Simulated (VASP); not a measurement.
Here is a VASP 6.6.1 calculation.

INCAR

```
SYSTEM = Nd2Y2Cl
  ALGO = Normal
  EDIFF = 1E-6
  ENCUT = 500
  GGA = PE
  GGA_COMPAT = .False.
  ISIF = 2
  ISMEAR = 0
  LASPH = .True.
  LCHARG = .False.
  LMAXMIX = 6
  LREAL = .False.
  LWAVE = .False.
  NBANDS = 34
  NELM = 200
  PREC = Accurate
  SIGMA = 0.2
```

File KPOINTS:

```
k-points
0
Gamma
  4 4 4
  0 0 0
```

POSCAR

```
Nd2Y2Cl
1.0
   -2.6623694848      2.6623694848      6.7523894105
    2.6623694848     -2.6623694848      6.7523894105
    2.6623694848      2.6623694848     -6.7523894105
Nd Y Cl
2 2 1
Direct
    0.5000000000      0.0000000000      0.5000000000
    0.0000000000      0.5000000000      0.5000000000
    0.7500000000      0.2500000000      0.5000000000
    0.2500000000      0.7500000000      0.5000000000
    0.0000000000      0.0000000000      0.0000000000
```

Potentials or basis: VASP PAW PBE potentials, release 64 (Nd_3, Y_sv, Cl), 4f in core.

The run is started by

```sh
$ cat potpaw_PBE.64/Nd_3/POTCAR potpaw_PBE.64/Y_sv/POTCAR potpaw_PBE.64/Cl/POTCAR > POTCAR
$ mpirun -np 1 vasp_std > vasp.out
```

(1) Predict the band gap on the k mesh.

(2) Estimate the pressure.

Results:

(1) zero (an odd number of electrons rules out a gap without spin polarisation).

(2) 0.0 GPa.

Caveat: spin-orbit coupling is left out, which moves the levels of the heavy elements; the 4f electrons are frozen in the core, so they carry no moment and show no levels; the run has no spin polarisation, though such a crystal can be magnetic.
